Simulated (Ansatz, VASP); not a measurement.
**One calculation of Cu, two programs**

File POSCAR:

```
Cu
1.0
    2.1539821693      0.0000000000      0.0000000000
   -1.0769910847      1.8654032779      0.0000000000
    0.0000000000      0.0000000000      4.1125710000
Cu
2
Direct
    0.3333333333      0.6666666667      0.2500000000
    0.6666666667      0.3333333333      0.7500000000
```

The input INCAR.step1:

```
PREC = Accurate
ENCUT = 520
ISMEAR = 0
SIGMA = 0.15
LREAL = False
LASPH = True
NELM = 80
NBANDS = 18
GGA = PE
ALGO = Normal
EDIFF = 1E-4
LWAVE = True
LCHARG = False
```

INCAR.step2

```
PREC = Accurate
ENCUT = 520
EDIFF = 1E-7
ISMEAR = 0
SIGMA = 0.15
LREAL = False
LASPH = True
NELM = 80
ALGO = Normal
ISIF = 2
LWAVE = False
LCHARG = False
METAGGA = R2SCAN
LMIXTAU = True
NBANDS = 18
ISTART = 1
```

The input KPOINTS:

```
Automatic mesh
0
Gamma
  24 24 12
```

Input for Ansatz:

```yaml
crystal:
  lattice:
    - [2.1539821693, 0.0, 0.0]
    - [-1.0769910847, 1.8654032779, 0.0]
    - [0.0, 0.0, 4.112571]
  atoms:
    - { symbol: Cu, position: [0.3333333333, 0.6666666667, 0.25] }
    - { symbol: Cu, position: [0.6666666667, 0.3333333333, 0.75] }
basis:
  ecutwfc: 500
kpoints:
  mp_grid: { grid: [24, 24, 12] }
hamiltonian:
  xc: r2scan
scf:
  occupations: { method: gaussian, width: 0.15 }
output:
  forces: true
  stress: true
  eigenvalues: true
```

Change from the starting cell: strain -0.1500 x Voigt [1, 1, 0, 0, 0, 0], atoms carried along.

Alike in both runs: task single point; functional r2SCAN; k mesh 24 × 24 × 12; occupations gaussian, width 0.15 eV; no spin polarisation.

```csv
,VASP,Ansatz
version,VASP 6.6.1,Ansatz 0.2.0
potentials or method,"VASP PAW PBE potentials, release 64 (Cu), cutoff 520 eV","scalar-relativistic, plane waves, PAW"
valence electrons in the cell,22,38
```

```tsv
	VASP	Ansatz	Ansatz less VASP
gap on the k mesh at the Fermi level (eV)	none	none	-
pressure (GPa)	132.4	130.3	-2.16
traceless stress, the component that is largest in VASP (GPa)	-70.13	-69.61	+0.515
```

VASP's potentials were made for PBE, not for r2SCAN. A gap of «none» marks a metal or a gap that the smearing closes. Both programs put the cell under a high pressure, so it lies far from rest at this level. VASP's potentials hold 22 valence electrons a cell and Ansatz's 38, so a difference there can come from the potentials and not from the codes.

Noted on VASP's run: the cell as given lies far from equilibrium.
